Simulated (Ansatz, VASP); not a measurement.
# NbTe: VASP beside Ansatz

```
Te Nb
1.0
     3.70297    0.00000    0.00000
    -1.85149    3.20687    0.00000
     0.00000    0.00000    3.69421
Te Nb
1 1
Cartesian
  1.8515 1.0690 0.0000
  0.0000 0.0000 1.8471
```

Alike in both runs: task relaxation of cell and atoms; functional RPBE; k mesh 8 × 8 × 7; occupations fermi-dirac, width 0.05 eV; no spin polarisation.

|  | VASP | Ansatz |
| --- | --- | --- |
| version | VASP 6.6.1 | Ansatz 0.2.0 |
| potentials or method | VASP PAW PBE potentials, release 64 (Te, Nb_sv) | Ansatz PAW |
| plane-wave cutoff (eV) | 600 | 420 |
| valence electrons in the cell | 19 | 29 |

Ansatz gave:

* gap on the k mesh at the Fermi level, each at its own relaxed structure (eV): none
* relaxed volume (Å³/atom): 22.19
* relaxed length of the cell vector where the two differ most in proportion (Å): 3.723

Problem. Which values does VASP return?

Solution. gap on the k mesh at the Fermi level, each at its own relaxed structure (eV): none; relaxed volume (Å³/atom): 22.14; relaxed length of the cell vector where the two differ most in proportion (Å): 3.720.

VASP's potentials were made for PBE, not for RPBE. A gap of «none» marks a metal or a gap that the smearing closes. VASP's potentials hold 19 valence electrons a cell and Ansatz's 29, so a difference there can come from the potentials and not from the codes.

Spin-orbit coupling is off throughout. Noted on Ansatz's run: the plane-wave basis is chosen anew once the cell has moved, so the energies of steps on either side of that aren't comparable.
